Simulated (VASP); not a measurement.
# Li2S in VASP: notebook

Li2S is run at these levels: PBEsol; tasks: relaxation of cell and atoms, relaxation of the atoms.

Program: VASP 6.6.1. These are calculated values, not measurements. Logs are shortened: lines on timing, memory, paths and dates and some standing lists are left out, and cuts for length are marked.

### 1 The cell of the first run

The structure is cubic, space group Fm-3m (No. 225). Conventional cell: a = 5.689 Å, b = 5.689 Å, c = 5.689 Å, α = 90.00°, β = 90.00°, γ = 90.00°. Li (site symmetry -43m) has 4 S at 2.46 Å and 6 Li at 2.84 Å within 3.3 Å. Within 3.3 Å of S (site symmetry m-3m) lie 8 Li at 2.46 Å.

### 2 Relaxation of cell and atoms, PBEsol

File INCAR:

```
SYSTEM = Li2S
  PREC = Accurate
  ENCUT = 750
  EDIFF = 1E-7
  ISMEAR = -1
  SIGMA = 0.1
  LREAL = .FALSE.
  LASPH = .TRUE.
  NELM = 120
  ALGO = Normal
  ISIF = 3
  LWAVE = .FALSE.
  LCHARG = .FALSE.
  GGA = PS
  IBRION = 2
  NSW = 100
  EDIFFG = -0.002
  GGA_COMPAT = .FALSE.
  NELMIN = 4
```

File KPOINTS:

```
regular mesh
0
G
  10 10 10
  0 0 0
```

File POSCAR:

```
Li2S
1.0
    0.0000000000      2.8445000000      2.8445000000
    2.8445000000      0.0000000000      2.8445000000
    2.8445000000      2.8445000000      0.0000000000
Li S
2 1
Direct
    0.2500000000      0.2500000000      0.2500000000
    0.7500000000      0.7500000000      0.7500000000
    0.0000000000      0.0000000000      0.0000000000
```

Potentials or basis: VASP PAW PBE potentials, release 64 (Li_sv, S).

Launch:

```console
> cat potpaw_PBE.64/Li_sv/POTCAR potpaw_PBE.64/S/POTCAR > POTCAR
> mpirun -np 1 vasp_std > vasp.out
```

OUTCAR:

```text
SYSTEM = Li2S
   PREC = Accurate
   ENCUT = 750
   EDIFF = 1E-7
   ISMEAR = -1
   LREAL = .FALSE.
   LASPH = .TRUE.
   NELM = 120
   ISIF = 3
   GGA = PS
   IBRION = 2
   NSW = 100
   EDIFFG = -0.002
   NELMIN = 4

 ion  position               nearest neighbor table
   1  0.250  0.250  0.250-   3 2.46   3 2.46   3 2.46   3 2.46
   2  0.750  0.750  0.750-   3 2.46   3 2.46   3 2.46   3 2.46
   3  0.000  0.000  0.000-   2 2.46   2 2.46   2 2.46   1 2.46   2 2.46   1 2.46   1 2.46   1 2.46

  LATTYP: Found a face centered cubic cell.
 ALAT       =     5.6890000000

  Lattice vectors:

 A1 = (   0.0000000000,   2.8445000000,   2.8445000000)
 A2 = (   2.8445000000,   0.0000000000,   2.8445000000)
 A3 = (   2.8445000000,   2.8445000000,   0.0000000000)

Analysis of symmetry for initial positions (statically):
=====================================================================
 Subroutine PRICEL returns:
 Original cell was already a primitive cell.

 Routine SETGRP: Setting up the symmetry group for a
 face centered cubic supercell.

 Subroutine GETGRP returns: Found 48 space group operations
 (whereof 48 operations were pure point group operations)
 out of a pool of 48 trial point group operations.

The static configuration has the point symmetry O_h .

Analysis of symmetry for dynamics (positions and initial velocities):
=====================================================================
 Subroutine PRICEL returns:
 Original cell was already a primitive cell.

 Routine SETGRP: Setting up the symmetry group for a
 face centered cubic supercell.

 Subroutine GETGRP returns: Found 48 space group operations
 (whereof 48 operations were pure point group operations)
 out of a pool of 48 trial point group operations.

The dynamic configuration has the point symmetry O_h .

 Subroutine INISYM returns: Found 48 space group operations
 (whereof 48 operations are pure point group operations),
 and found     1 'primitive' translations

----------------------------------------------------------------------------------------

                                     Primitive cell

  volume of cell :      46.0307

  direct lattice vectors                    reciprocal lattice vectors
     0.000000000  2.844500000  2.844500000    -0.175777817  0.175777817  0.175777817
     2.844500000  0.000000000  2.844500000     0.175777817 -0.175777817  0.175777817
     2.844500000  2.844500000  0.000000000     0.175777817  0.175777817 -0.175777817

  length of vectors
     4.022730478  4.022730478  4.022730478     0.304456110  0.304456110  0.304456110

  position of ions in fractional coordinates (direct lattice)
     0.250000000  0.250000000  0.250000000
     0.750000000  0.750000000  0.750000000
     0.000000000  0.000000000  0.000000000

  ion indices of the primitive-cell ions
   primitive index   ion index
                 1           1
                 2           2
                 3           3

----------------------------------------------------------------------------------------

 KPOINTS: regular mesh

Automatic generation of k-mesh.
 Grid dimensions read from file:
 generate k-points for:   10   10   10

 Generating k-lattice:

  Cartesian coordinates                     Fractional coordinates (reciprocal lattice)
    -0.017577782  0.017577782  0.017577782     0.100000000  0.000000000  0.000000000
     0.017577782 -0.017577782  0.017577782     0.000000000  0.100000000  0.000000000
     0.017577782  0.017577782 -0.017577782     0.000000000  0.000000000  0.100000000

  Length of vectors
     0.030445611  0.030445611  0.030445611

  Shift w.r.t. Gamma in fractional coordinates (k-lattice)
     0.000000000  0.000000000  0.000000000

 Subroutine IBZKPT returns following result:
 ===========================================

 Found     47 irreducible k-points:

 Following reciprocal coordinates:
            Coordinates               Weight
  0.000000  0.000000  0.000000      1.000000
  0.100000  0.000000  0.000000      8.000000
  0.200000  0.000000  0.000000      8.000000
  0.300000  0.000000  0.000000      8.000000
  0.400000  0.000000  0.000000      8.000000
  0.500000  0.000000  0.000000      4.000000
[... 16 lines left out ...]
  0.300000  0.300000  0.000000      6.000000
  0.400000  0.300000  0.000000     24.000000
 [... further k-points ...]
   k-points           NKPTS =     47   k-points in BZ     NKDIM =     47   number of bands    NBANDS=     10
   number of dos      NEDOS =    301   number of ions     NIONS =      3
   total plane-waves  NPLWV =  46656
   dimension x,y,z NGX =    36 NGY =   36 NGZ =   36
   dimension x,y,z NGXF=    72 NGYF=   72 NGZF=   72
   ions per type =               2   1
   NGX,Y,Z   is equivalent  to a cutoff of  14.88, 14.88, 14.88 a.u.
   NGXF,Y,Z  is equivalent  to a cutoff of  29.76, 29.76, 29.76 a.u.
 SYSTEM =  Li2S
   PREC   = accura    normal or accurate (medium, high low for compatibility)
   ISTART =      0    job   : 0-new  1-cont  2-samecut
   ICHARG =      2    charge: 1-file 2-atom 10-const
   ISPIN  =      1    spin polarized calculation?
   LNONCOLLINEAR =      F non collinear calculations
   LSORBIT =      F    spin-orbit coupling
   LASPH  =      T    aspherical Exc in radial PAW
   ENCUT  =  750.0 eV  55.12 Ry    7.42 a.u.   8.98  8.98  8.98*2*pi/ulx,y,z
   NELM   =    120;   NELMIN=  4; NELMDL= -5     # of ELM steps
   EDIFF  = 0.1E-06   stopping-criterion for ELM
   LREAL  =      F    real-space projection
   EDIFFG = -.2E-02   stopping-criterion for IOM
   NSW    =    100    number of steps for IOM
   IBRION =      2    ionic relax: 0-MD 1-quasi-New 2-CG
   NFREE  =      1    steps in history (QN), initial steepest desc. (CG)
   ISIF   =      3    stress and relaxation
   ISYM   =      2    0-nonsym 1-usesym 2-fastsym
   POTIM  = 0.5000    time-step for ionic-motion
   TEBEG  =    0.0;   TEEND  =   0.0 temperature during run
   PSTRESS=    0.0 pullay stress
   NELECT =      12.0000    total number of electrons
   NUPDOWN=      -1.0000    fix difference up-down
   EMIN   =  10.00;   EMAX   =-10.00  energy-range for DOS
   EFERMI =   0.00;   METHOD = LEGACY
   ISMEAR =    -1;   SIGMA  =   0.10  broadening in eV -4-tet -1-fermi 0-gaus
   EFERMI_NEDOS =   21; number of points for ismear=-14 and -15
   IALGO  =     38    algorithm
   IMIX   =      4    mixing-type and parameters
     AMIX     =   0.40;   BMIX     =  1.00
     AMIX_MAG =   1.60;   BMIX_MAG =  1.00
  volume/ion in A,a.u.               =      15.34       103.54
  Fermi-wavevector in a.u.,A,eV,Ry     =   1.045810  1.976294 14.880934  1.093718
  Thomas-Fermi vector in A             =   2.180621
   LORBIT       =      0    0 simple, 1 ext, 2 COOP (PROOUT), +10 PAW based schemes
   GGA     = PS    functional components
   LHFCALC =     F    Hartree Fock is set to
   AEXX    =    0.0000 exact exchange contribution
   IVDW    =     0    specifies the selected vdW correction
   LEPSILON=     F    determine dielectric tensor
   LRPA    =     F    only Hartree local field effects (RPA)
 conjugate gradient relaxation of ions
 non-spin polarized calculation
  energy-cutoff  :      750.00
  volume of cell :       46.03
 maximum number of plane-waves:      2172
   NGX = 17   NGY = 17   NGZ = 17

--------------------------------------- Ionic step        1  -------------------------------------------

 number of electron      11.9999998 magnetization

 Free energy of the ion-electron system (eV)
  ---------------------------------------------------
  ext. energy  EPLUGINS =         0.00000000
  ---------------------------------------------------
  free energy    TOTEN  =       -12.37540828 eV

  energy without entropy =      -12.37540827  energy(sigma->0) =      -12.37540827

------------------------ aborting loop because EDIFF is reached ----------------------------------------

  FORCE on cell =-STRESS in cart. coord.  units (eV):
  Direction    XX          YY          ZZ          XY          YZ          ZX
  --------------------------------------------------------------------------------------
  -------------------------------------------------------------------------------------
  Total       -0.2175752     -0.2175752     -0.2175752      0.0000000      0.0000000      0.0000000
  in kB       -7.5730723     -7.5730723     -7.5730723      0.0000000      0.0000000      0.0000000
  external PRESSURE =      -7.5730723 kB  Pullay stress =       0.0000000 kB
[... 59 lines left out ...]
  energy  without entropy=      -12.3770474969  energy(sigma->0) =      -12.37704750

--------------------------------------- Ionic step        3  -------------------------------------------

 number of electron      11.9999996 magnetization

 Free energy of the ion-electron system (eV)
  ---------------------------------------------------
  ext. energy  EPLUGINS =         0.00000000
  ---------------------------------------------------
  free energy    TOTEN  =       -12.37741332 eV

  energy without entropy =      -12.37741331  energy(sigma->0) =      -12.37741331

 E-fermi :   3.2578     XC(G=0):  -8.7274

 val. band max:        1.5546014205   @ k =   0.0000   0.0000   0.0000
 cond. band min:       4.7593045822   @ k =   0.5000   0.5000   0.0000
 fundamental gap:      3.2047031617
 Fermi energy:         3.2578361203

 k-point     1 :       0.0000    0.0000    0.0000
  band No.  band energies     occupation
      1     -41.8932      2.00000
      2     -41.8432      2.00000
      3      -9.5283      2.00000
      4       1.5546      2.00000
      5       1.5546      2.00000
      6       1.5546      2.00000
      7       5.7720      0.00000
      8       7.7138      0.00000
      9       7.7138      0.00000
     10       7.7138      0.00000
[... 287 lines left out ...]
 k-point    24 :       0.4000    0.3000    0.0000
  band No.  band energies     occupation
      1     -41.8780      2.00000
      2     -41.8562      2.00000
      3      -9.0614      2.00000
      4      -0.4810      2.00000
      5       0.2929      2.00000
      6       0.3500      2.00000
      7       5.6413      0.00000
      8       8.6020      0.00000
      9      10.4319      0.00000
     10      10.5681      0.00000

 [... further k-points ...]

------------------------ aborting loop because EDIFF is reached ----------------------------------------

  FORCE on cell =-STRESS in cart. coord.  units (eV):
  Direction    XX          YY          ZZ          XY          YZ          ZX
  --------------------------------------------------------------------------------------
  -------------------------------------------------------------------------------------
  Total       -0.0003563     -0.0003563     -0.0003563      0.0000000      0.0000000      0.0000000
  in kB       -0.0126307     -0.0126307     -0.0126307      0.0000000      0.0000000      0.0000000
  external PRESSURE =      -0.0126307 kB  Pullay stress =       0.0000000 kB
[... 18 lines left out ...]
  FREE ENERGIE OF THE ION-ELECTRON SYSTEM (eV)
  ---------------------------------------------------
  free  energy   TOTEN  =       -12.3774133193 eV

  energy  without entropy=      -12.3774133100  energy(sigma->0) =      -12.37741331

 reached required accuracy - stopping structural energy minimisation
```

Run time: 56 s. Hardware: 1 thread of Intel Xeon Platinum 8488C (Sapphire Rapids), shared host; peak memory 0.22 GiB.

What came out:

| Property | Result |
| --- | --- |
| Free energy | -12.3774 eV |
| Relaxed volume | 15.07 Å³/atom |
| Relaxed cell | a = 3.998 Å, b = 3.998 Å, c = 3.998 Å, α = 60.00°, β = 60.00°, γ = 60.00° |
| Space group after relaxing (to 0.1 Å) | Fm-3m (No. 225) |
| Energy gained by relaxing | 0.7 meV/atom |
| Ionic steps | 3 |
| Pressure after relaxing | 0.0 GPa |
| Band gap on the k mesh | 3.20 eV (least direct gap 4.22 eV) |

The path:
| step | energy change (eV) | largest force (eV/Å) | pressure (GPa) | volume (Å³) |
| --- | --- | --- | --- | --- |
| 1 | 0.0000 | 0.0000 | -0.76 | 46.03 |
| 2 | -0.0016 | 0.0000 | -0.33 | 45.55 |
| 3 | -0.0020 | 0.0000 | 0.00 | 45.20 |

Final structure:
```
Li S
1.0
     0.00000    2.82720    2.82720
     2.82720    0.00000    2.82720
     2.82720    2.82720    0.00000
Li S
2 1
Direct
  0.25000 0.25000 0.25000
  0.75000 0.75000 0.75000
  0.00000 0.00000 0.00000
```

Caveat: the PAW data sets were made with another functional, which shifts forces and pressure a little. A k mesh can miss the band edges.

### 3 Relaxation of the atoms, PBEsol (equal xy, yz and zx engineering shears of -0.5 %)

File INCAR:

```
ALGO     = Normal         # electronic algorithm
EDIFF    = 1E-7           # SCF threshold, eV
EDIFFG   = -0.002         # ionic threshold
ENCUT    = 650            # plane-wave cutoff, eV
GGA      = PS             # functional
GGA_COMPAT= False        
IBRION   = 2              # ionic algorithm
ISIF     = 2              # what is computed and relaxed
ISMEAR   = 0              # smearing method
LASPH    = True           # aspherical terms in the spheres
LCHARG   = False          # write CHGCAR
LREAL    = False          # projectors in reciprocal space
LWAVE    = False          # write WAVECAR
NELM     = 120            # most SCF steps
NELMIN   = 4            
NSW      = 50             # ionic steps
PREC     = Accurate       # precision mode
SIGMA    = 0.01           # smearing width, eV
```

File KPOINTS:

```
k-points
0
Gamma
  6 6 6
```

File POSCAR:

```
Li2S
1.0
   -0.0141365526      2.8202422512      2.8202422512
    2.8202422512     -0.0141365526      2.8202422512
    2.8202422512      2.8202422512     -0.0141365526
Li S
2 1
Direct
    0.2500000000      0.2500000000      0.2500000000
    0.7500000000      0.7500000000      0.7500000000
    0.0000000000      0.0000000000      0.0000000000
```

Potentials or basis: VASP PAW PBE potentials, release 64 (Li_sv, S).

Launch:

```console
> cat potpaw_PBE.64/Li_sv/POTCAR potpaw_PBE.64/S/POTCAR > POTCAR
> mpirun -np 1 vasp_std > vasp.out
```

Wall time 32 s (1 thread of Intel Xeon Platinum 8488C (Sapphire Rapids), shared host); peak memory 0.2 GiB.

It converged, with:

```yaml
Free_energy: -12.3764 eV
Energy_gained_by_relaxing: 0.0 meV/atom
Ionic_steps: 4
Pressure_after_relaxing: -0.1 GPa
Band_gap_on_the_k_mesh: 3.18 eV (least direct gap 4.20 eV)
```

Stress tensor (GPa, compression positive):
```
-0.05  0.17  0.17
 0.17 -0.05  0.17
 0.17  0.17 -0.05
```

Final structure:
```
Li S
1.0
    -0.01414    2.82024    2.82024
     2.82024   -0.01414    2.82024
     2.82024    2.82024   -0.01414
Li S
2 1
Direct
  0.25034 0.25034 0.25034
  0.74966 0.74966 0.74966
  0.00000 0.00000 0.00000
```

Levels at points of the mesh, in eV from the valence-band top:
| k point | band 3 | band 4 | band 5 | band 6 | band 7 | band 8 | band 9 | band 10 |
| --- | --- | --- | --- | --- | --- | --- | --- | --- |
| (0.00, 0.00, 0.00) | -11.10 | -0.03 | -0.03 | 0.00 | 4.20 | 6.11 | 6.11 | 6.20 |
| (0.50, 0.00, 0.00) | -10.65 | -3.02 | -0.55 | -0.54 | 6.10 | 6.46 | 6.50 | 8.32 |
| (0.50, 0.50, 0.00) | -10.51 | -2.26 | -1.53 | -1.49 | 3.18 | 7.07 | 11.10 | 11.12 |
| (0.50, 0.50, 0.50) | -10.63 | -3.02 | -0.57 | -0.57 | 6.08 | 6.43 | 6.43 | 8.33 |

Caveat: the cell differs from its parent crystal (equal xy, yz and zx engineering shears of -0.5 %); the PAW data sets were made with another functional, which shifts forces and pressure a little.
